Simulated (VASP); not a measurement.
# GaN (l.eB) (F-43m) in VASP: notebook

GaN (l.eB) is run at these levels: LDA; tasks: single point.

Everything below comes from runs of VASP 6.6.1. Logs are shortened: lines on timing, memory, paths and dates and some standing lists are left out, and cuts for length are marked.

**1. The cell of the first run**

The structure is cubic, space group F-43m (No. 216). The conventional cell has a = 4.455 Å, b = 4.455 Å, c = 4.455 Å, α = 90.00°, β = 90.00°, γ = 90.00°. Ga (site symmetry -43m) has 4 N at 1.93 Å within 2.6 Å. N (site symmetry -43m) has 4 Ga at 1.93 Å within 2.6 Å.

**2. Single point, LDA**

The input, INCAR:

```
PREC = Accurate
ENCUT = 600
EDIFF = 1E-6
ISMEAR = 0
SIGMA = 0.1
LREAL = F
LASPH = T
NELM = 120
ALGO = Normal
ISIF = 2
LWAVE = F
LCHARG = F
GGA = CA
NBANDS = 26
GGA_COMPAT = F
```

The input, KPOINTS:

```
regular mesh
0
Gamma
  6 4 6
```

The input, POSCAR:

```
GaN
1.0
    3.1503047535      0.0000000000      0.0000000000
    0.0000000000      4.4552037691      0.0000000000
    0.0000000000      0.0000000000      3.1503047815
Ga N
2 2
Direct
    0.0000000000      0.0000000000      0.0000000000
    0.5000000000      0.5000000000      0.5000031000
    0.5000000000      0.2500000000      0.0000000000
    0.0000000000      0.7500000000      0.5000031000
```

Potentials or basis: VASP PAW LDA potentials, release 64 (Ga_d, N).

Run with:

```console
$ cat potpaw_LDA.64/Ga_d/POTCAR potpaw_LDA.64/N/POTCAR > POTCAR
$ mpirun -np 1 vasp_std > vasp.out
```

OUTCAR:

```text
PREC = Accurate
   ENCUT = 600
   EDIFF = 1E-6
   ISMEAR = 0
   LREAL = F
   LASPH = T
   NELM = 120
   ISIF = 2
   GGA = CA

 ion  position               nearest neighbor table
   1  0.000  0.000  0.000-   4 1.93   3 1.93   3 1.93   4 1.93
   2  0.500  0.500  0.500-   3 1.93   4 1.93   4 1.93   3 1.93
   3  0.500  0.250  0.000-   2 1.93   1 1.93   1 1.93   2 1.93
   4  0.000  0.750  0.500-   1 1.93   2 1.93   2 1.93   1 1.93

  LATTYP: Found a simple tetragonal cell.
 ALAT       =     3.1503047535
 C/A-ratio  =     1.4142135818

  Lattice vectors:

 A1 = (  -3.1503047535,   0.0000000000,   0.0000000000)
 A2 = (   0.0000000000,   0.0000000000,   3.1503047815)
 A3 = (   0.0000000000,   4.4552037691,   0.0000000000)

Analysis of symmetry for initial positions (statically):
=====================================================================
 Subroutine PRICEL returns following result:

  LATTYP: Found a face centered cubic cell.
 ALAT       =     4.4551968429

  Lattice vectors:

 A1 = (  -1.5751523768,   2.2276018845,   1.5751426248)
 A2 = (  -0.0000000000,   0.0000000000,   3.1503047815)
 A3 = (   1.5751523767,   2.2276018846,   1.5751621567)

   2 primitive cells build up your supercell.

 Routine SETGRP: Setting up the symmetry group for a
 simple tetragonal supercell.

 Subroutine GETGRP returns: Found  8 space group operations
 (whereof  8 operations were pure point group operations)
 out of a pool of 16 trial point group operations.

The static configuration has the point symmetry D_2d.

Analysis of symmetry for dynamics (positions and initial velocities):
=====================================================================
 Subroutine PRICEL returns following result:

  LATTYP: Found a face centered cubic cell.
 ALAT       =     4.4551968429

  Lattice vectors:

 A1 = (  -1.5751523768,   2.2276018845,   1.5751426248)
 A2 = (  -0.0000000000,   0.0000000000,   3.1503047815)
 A3 = (   1.5751523767,   2.2276018846,   1.5751621567)

   2 primitive cells build up your supercell.

 Routine SETGRP: Setting up the symmetry group for a
 simple tetragonal supercell.

 Subroutine GETGRP returns: Found  8 space group operations
 (whereof  8 operations were pure point group operations)
 out of a pool of 16 trial point group operations.

The dynamic configuration has the point symmetry D_2d.

 Subroutine INISYM returns: Found  8 space group operations
 (whereof  8 operations are pure point group operations),
 and found     2 'primitive' translations

----------------------------------------------------------------------------------------

                                     Primitive cell

  volume of cell :      22.1077

  direct lattice vectors                    reciprocal lattice vectors
    -1.575152377  2.227601885  1.575142625    -0.317429607  0.224456625 -0.000000000
    -0.000000000  0.000000000  3.150304782    -0.000001968 -0.224456625  0.317429604
     1.575152377  2.227601885  1.575162157     0.317429607  0.224456625  0.000000000

  length of vectors
     3.150299899  3.150304782  3.150309665     0.388770281  0.388770279  0.388770281

  position of ions in fractional coordinates (direct lattice)
     0.000000000  0.000000000  0.000000000
     0.750000000  0.750003100  0.750000000

  ion indices of the primitive-cell ions
   primitive index   ion index
                 1           1
                 2           4

----------------------------------------------------------------------------------------

 KPOINTS: regular mesh

Automatic generation of k-mesh.
 Grid dimensions read from file:
 generate k-points for:    6    4    6

 Generating k-lattice:

  Cartesian coordinates                     Fractional coordinates (reciprocal lattice)
     0.052904935  0.000000000  0.000000000     0.166666667  0.000000000  0.000000000
     0.000000000  0.056114156  0.000000000     0.000000000  0.250000000  0.000000000
     0.000000000  0.000000000  0.052904934     0.000000000  0.000000000  0.166666667

  Length of vectors
     0.052904935  0.056114156  0.052904934

  Shift w.r.t. Gamma in fractional coordinates (k-lattice)
     0.000000000  0.000000000  0.000000000

 Subroutine IBZKPT returns following result:
 ===========================================

 Found     30 irreducible k-points:

 Following reciprocal coordinates:
            Coordinates               Weight
  0.000000  0.000000  0.000000      1.000000
  0.166667  0.000000  0.000000      4.000000
  0.333333  0.000000  0.000000      4.000000
  0.500000  0.000000  0.000000      2.000000
  0.000000  0.250000  0.000000      2.000000
  0.166667  0.250000  0.000000      8.000000
[... 16 lines left out ...]
  0.500000  0.000000  0.333333      4.000000
  0.333333  0.250000  0.333333      8.000000
 [... further k-points ...]
   k-points           NKPTS =     30   k-points in BZ     NKDIM =     30   number of bands    NBANDS=     26
   number of dos      NEDOS =    301   number of ions     NIONS =      4
   total plane-waves  NPLWV =  28224
   dimension x,y,z NGX =    28 NGY =   36 NGZ =   28
   dimension x,y,z NGXF=    56 NGYF=   72 NGZF=   56
   ions per type =               2   2
   NGX,Y,Z   is equivalent  to a cutoff of  14.78, 13.43, 14.78 a.u.
   NGXF,Y,Z  is equivalent  to a cutoff of  29.55, 26.87, 29.55 a.u.
 SYSTEM =  unknown system
   PREC   = accura    normal or accurate (medium, high low for compatibility)
   ISTART =      0    job   : 0-new  1-cont  2-samecut
   ICHARG =      2    charge: 1-file 2-atom 10-const
   ISPIN  =      1    spin polarized calculation?
   LNONCOLLINEAR =      F non collinear calculations
   LSORBIT =      F    spin-orbit coupling
   LASPH  =      T    aspherical Exc in radial PAW
   ENCUT  =  600.0 eV  44.10 Ry    6.64 a.u.   6.29  8.90  6.29*2*pi/ulx,y,z
   NELM   =    120;   NELMIN=  2; NELMDL= -5     # of ELM steps
   EDIFF  = 0.1E-05   stopping-criterion for ELM
   LREAL  =      F    real-space projection
   EDIFFG = 0.1E-04   stopping-criterion for IOM
   NSW    =      0    number of steps for IOM
   IBRION =     -1    ionic relax: 0-MD 1-quasi-New 2-CG
   NFREE  =      0    steps in history (QN), initial steepest desc. (CG)
   ISIF   =      2    stress and relaxation
   ISYM   =      2    0-nonsym 1-usesym 2-fastsym
   POTIM  = 0.5000    time-step for ionic-motion
   TEBEG  =    0.0;   TEEND  =   0.0 temperature during run
   PSTRESS=    0.0 pullay stress
   NELECT =      36.0000    total number of electrons
   NUPDOWN=      -1.0000    fix difference up-down
   EMIN   =  10.00;   EMAX   =-10.00  energy-range for DOS
   EFERMI =   0.00;   METHOD = LEGACY
   ISMEAR =     0;   SIGMA  =   0.10  broadening in eV -4-tet -1-fermi 0-gaus
   EFERMI_NEDOS =   21; number of points for ismear=-14 and -15
   IALGO  =     38    algorithm
   IMIX   =      4    mixing-type and parameters
     AMIX     =   0.40;   BMIX     =  1.00
     AMIX_MAG =   1.60;   BMIX_MAG =  1.00
  volume/ion in A,a.u.               =      11.05        74.59
  Fermi-wavevector in a.u.,A,eV,Ry     =   1.528685  2.888796 31.795166  2.336879
  Thomas-Fermi vector in A             =   2.636410
   LORBIT       =      0    0 simple, 1 ext, 2 COOP (PROOUT), +10 PAW based schemes
   GGA     = CA    functional components
   LHFCALC =     F    Hartree Fock is set to
   AEXX    =    0.0000 exact exchange contribution
   IVDW    =     0    specifies the selected vdW correction
   LEPSILON=     F    determine dielectric tensor
   LRPA    =     F    only Hartree local field effects (RPA)
 non-spin polarized calculation
 Gauss-broadening in eV      SIGMA  =   0.10
  energy-cutoff  :      600.00
  volume of cell :       44.22
 maximum number of plane-waves:      1508
 NGX is ok and might be reduce to    28
   NGX = 13   NGY = 17   NGZ = 13

 number of electron      35.9999999 magnetization

 Free energy of the ion-electron system (eV)
  ---------------------------------------------------
  ext. energy  EPLUGINS =         0.00000000
  ---------------------------------------------------
  free energy    TOTEN  =       -27.88494342 eV

  energy without entropy =      -27.88494342  energy(sigma->0) =      -27.88494342

 E-fermi :   5.8731     XC(G=0): -12.3042

 val. band max:        5.4229600330   @ k =   0.0000   0.0000   0.0000
 cond. band min:       7.3945146887   @ k =   0.0000   0.0000   0.0000
 fundamental gap:      1.9715546557
 Fermi energy:         5.8730624154

 k-point     1 :       0.0000    0.0000    0.0000
  band No.  band energies     occupation
      1     -10.6871      2.00000
      2      -9.5353      2.00000
      3      -8.1709      2.00000
      4      -8.1709      2.00000
      5      -8.1708      2.00000
      6      -8.0882      2.00000
[... 18 lines left out ...]
     25      17.1736      0.00000
     26      19.5443      0.00000

 k-point     2 :       0.1667    0.0000    0.0000
  band No.  band energies     occupation
      1     -10.4720      2.00000
      2      -9.5357      2.00000
      3      -8.1476      2.00000
      4      -8.1382      2.00000
      5      -8.0980      2.00000
      6      -8.0610      2.00000
[... 18 lines left out ...]
     25      16.9190      0.00000
     26      18.9983      0.00000

 k-point     3 :       0.3333    0.0000    0.0000
  band No.  band energies     occupation
      1     -10.0101      2.00000
      2      -9.5654      2.00000
      3      -8.0865      2.00000
      4      -8.0861      2.00000
      5      -8.0524      2.00000
      6      -7.9239      2.00000
[... 18 lines left out ...]
     25      16.5228      0.00000
     26      17.7991      0.00000

 k-point     4 :       0.5000    0.0000    0.0000
  band No.  band energies     occupation
      1      -9.6868      2.00000
      2      -9.6868      2.00000
      3      -8.0640      2.00000
      4      -8.0640      2.00000
      5      -8.0066      2.00000
      6      -8.0066      2.00000
[... 18 lines left out ...]
     25      16.9582      0.00000
     26      16.9582      0.00000
[... 496 lines left out ...]
      1      -9.6770      2.00000
      2      -9.5314      2.00000
      3      -8.0347      2.00000
      4      -8.0347      2.00000
      5      -7.9455      2.00000
      6      -7.9272      2.00000
[... 18 lines left out ...]
     25      16.9371      0.00000
     26      18.4444      0.00000

 k-point    23 :       0.5000    0.0000    0.3333
  band No.  band energies     occupation
      1      -9.5616      2.00000
      2      -9.5616      2.00000
      3      -8.0572      2.00000
      4      -8.0572      2.00000
      5      -7.9008      2.00000
      6      -7.9008      2.00000
[... 18 lines left out ...]
     25      18.6689      0.00000
     26      18.6689      0.00000

 k-point    24 :       0.3333    0.2500    0.3333
  band No.  band energies     occupation
      1      -9.6531      2.00000
      2      -9.5513      2.00000
      3      -8.0477      2.00000
      4      -8.0156      2.00000
      5      -7.9957      2.00000
      6      -7.9164      2.00000
[... 18 lines left out ...]
     25      17.9414      0.00000
     26      18.0141      0.00000

 [... further k-points ...]
[... 5 lines left out ...]
  --------------------------------------------------------------------------------------
  -------------------------------------------------------------------------------------
  Total        0.2961645      0.2806932      0.2961645      0.0000000      0.0000000      0.0000000
  in kB       10.7317570     10.1711413     10.7317572      0.0000000      0.0000000      0.0000000
  external PRESSURE =      10.5448852 kB  Pullay stress =       0.0000000 kB

 VOLUME and BASIS-vectors are now :
 -----------------------------------------------------------------------------
  energy-cutoff  :      600.00
  volume of cell :       44.22
      direct lattice vectors                 reciprocal lattice vectors
     3.150304753  0.000000000  0.000000000     0.317429607  0.000000000  0.000000000
     0.000000000  4.455203769  0.000000000     0.000000000  0.224456625  0.000000000
     0.000000000  0.000000000  3.150304782     0.000000000  0.000000000  0.317429604

 POSITION                                       TOTAL-FORCE (eV/Angst)
 -----------------------------------------------------------------------------------
      0.00000      0.00000      0.00000         0.000000     -0.000000     -0.000000
      1.57515      2.22760      1.57516        -0.000000     -0.000000      0.000000
      1.57515      1.11380      0.00000         0.000000      0.000000      0.000000
      0.00000      3.34140      1.57516         0.000000      0.000000     -0.000000
 -----------------------------------------------------------------------------------
    total drift:                                0.000000      0.000001     -0.007883

  FREE ENERGIE OF THE ION-ELECTRON SYSTEM (eV)
  ---------------------------------------------------
  free  energy   TOTEN  =       -27.8849434241 eV

  energy  without entropy=      -27.8849434241  energy(sigma->0) =      -27.88494342
```

Run time: 51 s. Hardware: 1 thread of AMD EPYC 7R13, shared host; peak memory 0.14 GiB.

What came out:

| Item | Value |
| --- | --- |
| Free energy | -27.8849 eV |
| Pressure | 1.1 GPa |
| Band gap on the k mesh | 1.97 eV |

Levels at points of the mesh, in eV from the valence-band top:
```tsv
k point	band 15	band 16	band 17	band 18	band 19	band 20	band 21	band 22
(0.00, 0.00, 0.00)	-2.86	0.00	0.00	0.00	1.97	3.25	6.68	10.32
(0.50, 0.00, 0.00)	-3.45	-3.45	-1.09	-1.09	6.66	6.66	7.48	7.48
(0.00, 0.50, 0.00)	-1.57	-1.57	-1.57	-1.57	4.64	4.64	7.45	7.45
(0.50, 0.50, 0.00)	-1.02	-1.02	-1.02	-1.02	4.78	4.78	8.77	8.77
(0.50, 0.00, 0.50)	-2.86	-2.86	-2.86	-2.86	3.25	3.25	6.68	6.68
(0.50, 0.50, 0.50)	-3.90	-3.90	-3.87	-3.87	6.18	6.18	8.59	8.59
```

(Part 1 of 2 ends here.)
